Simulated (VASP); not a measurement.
Set up this calculation in VASP 6.6.1, as the native input.

```
Task                   : single point
Functional             : PBEsol
Potentials or basis    : VASP PAW PBE potentials, release 64 (Br)
Cutoff                 : 520 eV
k mesh                 : 8 × 8 × 4
Occupations            : fermi-dirac, width 0.05 eV
Spin                   : no spin polarisation
Dipole correction      : no
Further INCAR settings : ALGO = Normal; EDIFF = 1e-07; NBANDS = 22
```

The structure of Br lies in POSCAR:

```
Br
1.0
    3.5962841651     -2.0038196035      0.0000000000
    3.5962841651      2.0038196035      0.0000000000
    0.0000000000      0.0000000000      8.5733404649
Br
4
Direct
    0.8475370174      0.1524629826      0.1200462650
    0.6524629826      0.3475370174      0.6200462650
    0.1524629826      0.8475370174      0.8799537350
    0.3475370174      0.6524629826      0.3799537350
```

The input as run:

INCAR

```
ALGO = Normal ; EDIFF = 1E-7
ENCUT = 520 ; GGA = PS
ISIF = 2 ; ISMEAR = -1
LASPH = True ; LCHARG = False
LREAL = False ; LWAVE = False
NBANDS = 22 ; NELM = 60
PREC = Accurate ; SIGMA = 0.05
```

KPOINTS

```
k-points
0
Gamma
  8 8 4
```

Potentials or basis: VASP PAW PBE potentials, release 64 (Br).

Launch:

```sh
$ cat potpaw_PBE.64/Br/POTCAR > POTCAR
$ mpirun -np 1 vasp_std > vasp.out
```

Results of the run:

The pressure is 0.0 GPa and the largest force is 0.021 eV/Å. The band gap on the k mesh is 1.17 eV (least direct gap 1.24 eV).

Caveat: the PAW data sets were made with another functional, which shifts forces and pressure a little.

Wall time 4.8 min on 1 thread of Oxide Virtual Turin-like Processor (shared host), peak memory 0.26 GiB.
